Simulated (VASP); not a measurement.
# WS2 in VASP: single point with PBE+D3(BJ)

Aim: the single point of WS2 with PBE+D3(BJ).

Everything below comes from runs of VASP 6.6.1. Logs are shortened: lines on timing, memory, paths and dates and some standing lists are left out, and cuts for length are marked.

### Step 1. The cell of the first run

The cell holds a slab with vacuum, 12 atoms: a = 3.183 Å, b = 3.183 Å, c = 35.181 Å, α = 90.00°, β = 90.00°, γ = 120.00°.

### Step 2. Single point, PBE+D3(BJ)

File INCAR:

```
SYSTEM = WS2
PREC = Accurate ; ENCUT = 520
EDIFF = 1E-7 ; ISMEAR = 0
SIGMA = 0.1 ; LREAL = .FALSE.
LASPH = .TRUE. ; NELM = 100
ALGO = Normal ; ISIF = 2
LWAVE = .FALSE. ; LCHARG = .FALSE.
GGA = PE ; IVDW = 12
NBANDS = 64
```

File KPOINTS:

```
Automatic mesh
0
G
  6 6 1
  0 0 0
```

File POSCAR:

```
WS2
1.0
    3.1831225544      0.0000000000      0.0000000000
   -1.5915612772      2.7566649955      0.0000000000
    0.0000000000      0.0000000000     35.1805582101
W S
4 8
Direct
    0.6666666700      0.3333333300      0.4076833900
    0.6666666700      0.3333333300      0.7766000000
    0.3333333300      0.6666666700      0.2234000000
    0.3333333300      0.6666666700      0.5923166100
    0.6666666700      0.3333333300      0.1788503600
    0.6666666700      0.3333333300      0.5479763100
    0.3333333300      0.6666666700      0.3633789300
    0.3333333300      0.6666666700      0.7322581600
    0.6666666700      0.3333333300      0.2677418400
    0.6666666700      0.3333333300      0.6366210700
    0.3333333300      0.6666666700      0.4520236900
    0.3333333300      0.6666666700      0.8211496400
```

Potentials or basis: VASP PAW PBE potentials, release 64 (W_sv, S).

Run with:

```sh
$ cat potpaw_PBE.64/W_sv/POTCAR potpaw_PBE.64/S/POTCAR > POTCAR
$ mpirun -np 1 vasp_std > vasp.out
```

OUTCAR:

```text
SYSTEM = WS2
   PREC = Accurate
   ENCUT = 520
   EDIFF = 1E-7
   ISMEAR = 0
   LREAL = .FALSE.
   LASPH = .TRUE.
   NELM = 100
   ISIF = 2
   GGA = PE
   IVDW = 12
 IVDW          = 12

 ion  position               nearest neighbor table
   1  0.667  0.333  0.408-   7 2.41   7 2.41   7 2.41  11 2.41  11 2.41  11 2.41
   2  0.667  0.333  0.777-   8 2.41   8 2.41   8 2.41  12 2.42  12 2.42  12 2.42
   3  0.333  0.667  0.223-   9 2.41   9 2.41   9 2.41   5 2.42   5 2.42   5 2.42
   4  0.333  0.667  0.592-  10 2.41  10 2.41  10 2.41   6 2.41   6 2.41   6 2.41
   5  0.667  0.333  0.179-   3 2.42   3 2.42   3 2.42
   6  0.667  0.333  0.548-   4 2.41   4 2.41   4 2.41
   7  0.333  0.667  0.363-   1 2.41   1 2.41   1 2.41
   8  0.333  0.667  0.732-   2 2.41   2 2.41   2 2.41
   9  0.667  0.333  0.268-   3 2.41   3 2.41   3 2.41
  10  0.667  0.333  0.637-   4 2.41   4 2.41   4 2.41
  11  0.333  0.667  0.452-   1 2.41   1 2.41   1 2.41
  12  0.333  0.667  0.821-   2 2.42   2 2.42   2 2.42

  LATTYP: Found a hexagonal cell.
 ALAT       =     3.1831225544
 C/A-ratio  =    11.0522160579

  Lattice vectors:

 A1 = (   3.1831225544,   0.0000000000,   0.0000000000)
 A2 = (  -1.5915612772,   2.7566649955,   0.0000000000)
 A3 = (   0.0000000000,   0.0000000000,  35.1805582101)

Analysis of symmetry for initial positions (statically):
=====================================================================
 Subroutine PRICEL returns:
 Original cell was already a primitive cell.

 Routine SETGRP: Setting up the symmetry group for a
 hexagonal supercell.

 Subroutine GETGRP returns: Found 12 space group operations
 (whereof 12 operations were pure point group operations)
 out of a pool of 24 trial point group operations.

The static configuration has the point symmetry D_3d.

Analysis of symmetry for dynamics (positions and initial velocities):
=====================================================================
 Subroutine PRICEL returns:
 Original cell was already a primitive cell.

 Routine SETGRP: Setting up the symmetry group for a
 hexagonal supercell.

 Subroutine GETGRP returns: Found 12 space group operations
 (whereof 12 operations were pure point group operations)
 out of a pool of 24 trial point group operations.

The dynamic configuration has the point symmetry D_3d.

 Subroutine INISYM returns: Found 12 space group operations
 (whereof 12 operations are pure point group operations),
 and found     1 'primitive' translations

----------------------------------------------------------------------------------------

                                     Primitive cell

  volume of cell :     308.7025

  direct lattice vectors                    reciprocal lattice vectors
     3.183122554  0.000000000  0.000000000     0.314156927  0.181378586  0.000000000
    -1.591561277  2.756664995  0.000000000     0.000000000  0.362757173  0.000000000
     0.000000000  0.000000000 35.180558210     0.000000000  0.000000000  0.028424791

  length of vectors
     3.183122554  3.183122554 35.180558210     0.362757173  0.362757173  0.028424791

  position of ions in fractional coordinates (direct lattice)
     0.666666670  0.333333330  0.407683390
     0.666666670  0.333333330  0.776600000
     0.333333330  0.666666670  0.223400000
     0.333333330  0.666666670  0.592316610
     0.666666670  0.333333330  0.178850360
     0.666666670  0.333333330  0.547976310
     0.333333330  0.666666670  0.363378930
     0.333333330  0.666666670  0.732258160
     0.666666670  0.333333330  0.267741840
     0.666666670  0.333333330  0.636621070
     0.333333330  0.666666670  0.452023690
     0.333333330  0.666666670  0.821149640

  ion indices of the primitive-cell ions
   primitive index   ion index
                 1           1
                 2           2
                 3           3
                 4           4
                 5           5
                 6           6
                 7           7
                 8           8
                 9           9
                10          10
                11          11
                12          12

----------------------------------------------------------------------------------------

 KPOINTS: Automatic mesh

Automatic generation of k-mesh.
 Grid dimensions read from file:
 generate k-points for:    6    6    1

 Generating k-lattice:

  Cartesian coordinates                     Fractional coordinates (reciprocal lattice)
     0.052359488  0.030229764  0.000000000     0.166666667  0.000000000  0.000000000
     0.000000000  0.060459529  0.000000000     0.000000000  0.166666667  0.000000000
     0.000000000  0.000000000  0.028424791     0.000000000  0.000000000  1.000000000

  Length of vectors
     0.060459529  0.060459529  0.028424791

  Shift w.r.t. Gamma in fractional coordinates (k-lattice)
     0.000000000  0.000000000  0.000000000

 Subroutine IBZKPT returns following result:
 ===========================================

 Found      7 irreducible k-points:

 Following reciprocal coordinates:
            Coordinates               Weight
  0.000000  0.000000  0.000000      1.000000
  0.166667 -0.000000  0.000000      6.000000
  0.333333 -0.000000  0.000000      6.000000
  0.500000 -0.000000  0.000000      3.000000
  0.166667  0.166667  0.000000      6.000000
  0.333333  0.166667  0.000000     12.000000
  0.333333  0.333333  0.000000      2.000000
   k-points           NKPTS =      7   k-points in BZ     NKDIM =      7   number of bands    NBANDS=     64
   number of dos      NEDOS =    301   number of ions     NIONS =     12
   total plane-waves  NPLWV = 155520
   dimension x,y,z NGX =    24 NGY =   24 NGZ =  270
   dimension x,y,z NGXF=    48 NGYF=   48 NGZF=  540
   ions per type =               4   8
   NGX,Y,Z   is equivalent  to a cutoff of  12.53, 12.53, 12.76 a.u.
   NGXF,Y,Z  is equivalent  to a cutoff of  25.07, 25.07, 25.52 a.u.
 SYSTEM =  WS2
   PREC   = accura    normal or accurate (medium, high low for compatibility)
   ISTART =      0    job   : 0-new  1-cont  2-samecut
   ICHARG =      2    charge: 1-file 2-atom 10-const
   ISPIN  =      1    spin polarized calculation?
   LNONCOLLINEAR =      F non collinear calculations
   LSORBIT =      F    spin-orbit coupling
   LASPH  =      T    aspherical Exc in radial PAW
   ENCUT  =  520.0 eV  38.22 Ry    6.18 a.u.   5.92  5.92 65.41*2*pi/ulx,y,z
   NELM   =    100;   NELMIN=  2; NELMDL= -5     # of ELM steps
   EDIFF  = 0.1E-06   stopping-criterion for ELM
   LREAL  =      F    real-space projection
   EDIFFG = 0.1E-05   stopping-criterion for IOM
   NSW    =      0    number of steps for IOM
   IBRION =     -1    ionic relax: 0-MD 1-quasi-New 2-CG
   NFREE  =      0    steps in history (QN), initial steepest desc. (CG)
   ISIF   =      2    stress and relaxation
   ISYM   =      2    0-nonsym 1-usesym 2-fastsym
   POTIM  = 0.5000    time-step for ionic-motion
   TEBEG  =    0.0;   TEEND  =   0.0 temperature during run
   PSTRESS=    0.0 pullay stress
   NELECT =     104.0000    total number of electrons
   NUPDOWN=      -1.0000    fix difference up-down
   EMIN   =  10.00;   EMAX   =-10.00  energy-range for DOS
   EFERMI =   0.00;   METHOD = LEGACY
   ISMEAR =     0;   SIGMA  =   0.10  broadening in eV -4-tet -1-fermi 0-gaus
   EFERMI_NEDOS =   21; number of points for ismear=-14 and -15
   IALGO  =     38    algorithm
   IMIX   =      4    mixing-type and parameters
     AMIX     =   0.40;   BMIX     =  1.00
     AMIX_MAG =   1.60;   BMIX_MAG =  1.00
  volume/ion in A,a.u.               =      25.73       173.60
  Fermi-wavevector in a.u.,A,eV,Ry     =   1.139128  2.152640 17.655096  1.297613
  Thomas-Fermi vector in A             =   2.275832
   LORBIT       =      0    0 simple, 1 ext, 2 COOP (PROOUT), +10 PAW based schemes
   GGA     = PE    functional components
   LHFCALC =     F    Hartree Fock is set to
   AEXX    =    0.0000 exact exchange contribution
   IVDW    =    12    specifies the selected vdW correction
   LEPSILON=     F    determine dielectric tensor
   LRPA    =     F    only Hartree local field effects (RPA)
 non-spin polarized calculation
 Gauss-broadening in eV      SIGMA  =   0.10
  energy-cutoff  :      520.00
  volume of cell :      308.70
 maximum number of plane-waves:      8356
 NGX is ok and might be reduce to    24
   NGX = 11   NGY = 11   NGZ =131

 number of electron     104.0000000 magnetization

 Free energy of the ion-electron system (eV)
  ---------------------------------------------------
  ext. energy  EPLUGINS =         0.00000000
  ---------------------------------------------------
  free energy    TOTEN  =       -94.64774363 eV

  energy without entropy =      -94.64774363  energy(sigma->0) =      -94.64774363

 E-fermi :   4.0631     XC(G=0):  -7.9901

 val. band max:        3.4021790453   @ k =   0.0000   0.0000   0.0000
 cond. band min:       4.7410336606   @ k =   0.3333   0.3333   0.0000
 fundamental gap:      1.3388546153
 Fermi energy:         4.0631483350

 k-point     1 :       0.0000    0.0000    0.0000
  band No.  band energies     occupation
      1     -71.0668      2.00000
      2     -71.0668      2.00000
      3     -71.0655      2.00000
      4     -71.0655      2.00000
      5     -35.3064      2.00000
      6     -35.3064      2.00000
[... 56 lines left out ...]
     63       6.0087      0.00000
     64       6.0134      0.00000

 k-point     2 :       0.1667   -0.0000    0.0000
  band No.  band energies     occupation
      1     -71.0626      2.00000
      2     -71.0626      2.00000
      3     -71.0613      2.00000
      4     -71.0613      2.00000
      5     -35.2910      2.00000
      6     -35.2910      2.00000
[... 56 lines left out ...]
     63       5.8969      0.00000
     64       5.9265      0.00000

 k-point     3 :       0.3333   -0.0000    0.0000
  band No.  band energies     occupation
      1     -71.0543      2.00000
      2     -71.0543      2.00000
      3     -71.0530      2.00000
      4     -71.0530      2.00000
      5     -35.4070      2.00000
      6     -35.4070      2.00000
[... 56 lines left out ...]
     63       6.7753      0.00000
     64       6.9215      0.00000

 k-point     4 :       0.5000   -0.0000    0.0000
  band No.  band energies     occupation
      1     -71.0502      2.00000
      2     -71.0502      2.00000
      3     -71.0488      2.00000
      4     -71.0488      2.00000
      5     -35.4882      2.00000
      6     -35.4882      2.00000
[... 56 lines left out ...]
     63       7.1040      0.00000
     64       7.2922      0.00000

 k-point     5 :       0.1667    0.1667    0.0000
  band No.  band energies     occupation
      1     -71.0564      2.00000
      2     -71.0564      2.00000
      3     -71.0551      2.00000
      4     -71.0551      2.00000
      5     -35.3505      2.00000
      6     -35.3505      2.00000
[... 56 lines left out ...]
     63       6.1430      0.00000
     64       6.1980      0.00000

 k-point     6 :       0.3333    0.1667    0.0000
  band No.  band energies     occupation
      1     -71.0502      2.00000
      2     -71.0502      2.00000
      3     -71.0488      2.00000
      4     -71.0488      2.00000
      5     -35.4469      2.00000
      6     -35.4468      2.00000
[... 56 lines left out ...]
     63       6.7776      0.00000
     64       6.9085      0.00000

 k-point     7 :       0.3333    0.3333    0.0000
  band No.  band energies     occupation
      1     -71.0481      2.00000
      2     -71.0481      2.00000
      3     -71.0467      2.00000
      4     -71.0467      2.00000
      5     -35.4051      2.00000
      6     -35.4051      2.00000
[... 56 lines left out ...]
     63       6.9964      0.00000
     64       6.9964      0.00000

------------------------ aborting loop because EDIFF is reached ----------------------------------------

 Edisp (eV)   -4.48880

 E8    (eV) :    -1.9153

  FORCE on cell =-STRESS in cart. coord.  units (eV):
  Direction    XX          YY          ZZ          XY          YZ          ZX
  --------------------------------------------------------------------------------------
  -------------------------------------------------------------------------------------
  Total      -3.03165    -3.03165    -0.45268     0.00000     0.00000    -0.00000
  in kB     -15.73437   -15.73437    -2.34941     0.00000     0.00000    -0.00000
  external pressure =      -11.27 kB  Pullay stress =        0.00 kB

 VOLUME and BASIS-vectors are now :
 -----------------------------------------------------------------------------
  energy-cutoff  :      520.00
  volume of cell :      308.70
      direct lattice vectors                 reciprocal lattice vectors
     3.183122554  0.000000000  0.000000000     0.314156927  0.181378586  0.000000000
    -1.591561277  2.756664995  0.000000000     0.000000000  0.362757173  0.000000000
     0.000000000  0.000000000 35.180558210     0.000000000  0.000000000  0.028424791

 POSITION                                       TOTAL-FORCE (eV/Angst)
 -----------------------------------------------------------------------------------
      1.59156      0.91889     14.34253         0.000000     -0.000000      0.021571
      1.59156      0.91889     27.32122         0.000000      0.000000      0.069149
     -0.00000      1.83778      7.85934        -0.000000     -0.000000     -0.069149
     -0.00000      1.83778     20.83803        -0.000000      0.000000     -0.021571
      1.59156      0.91889      6.29206         0.000000      0.000000     -0.018892
      1.59156      0.91889     19.27811        -0.000000      0.000000     -0.219817
     -0.00000      1.83778     12.78387         0.000000      0.000000     -0.237929
     -0.00000      1.83778     25.76125        -0.000000      0.000000     -0.211430
      1.59156      0.91889      9.41931         0.000000     -0.000000      0.211430
      1.59156      0.91889     22.39668        -0.000000      0.000000      0.237929
     -0.00000      1.83778     15.90245         0.000000      0.000000      0.219817
     -0.00000      1.83778     28.88850         0.000000     -0.000000      0.018892
 -----------------------------------------------------------------------------------
    total drift:                                0.000000      0.000000     -0.000000

  FREE ENERGIE OF THE ION-ELECTRON SYSTEM (eV)
  ---------------------------------------------------
  free  energy   TOTEN  =       -99.1365407438 eV

  energy  without entropy=      -99.1365407438  energy(sigma->0) =      -99.13654074
```

Run time: 2.8 min. Hardware: 1 thread of Intel Xeon 6975P-C (Granite Rapids), shared host; peak memory 0.44 GiB.

Results:

* Free energy: -99.1365 eV
* Largest force: 0.238 eV/Å
* Band gap on the k mesh: 1.34 eV, indirect (least direct gap 1.75 eV)
* Dispersion energy per atom: -0.374 eV

Forces in eV/Å, atoms in the order of the input:
```
W    0.000  0.000  0.022
W    0.000  0.000  0.069
W    0.000  0.000 -0.069
W    0.000  0.000 -0.022
S    0.000  0.000 -0.019
S    0.000  0.000 -0.220
S    0.000  0.000 -0.238
S    0.000  0.000 -0.211
S    0.000  0.000  0.211
S    0.000  0.000  0.238
S    0.000  0.000  0.220
S    0.000  0.000  0.019
```

Caveat: spin-orbit coupling is left out, which moves the levels of the heavy elements.
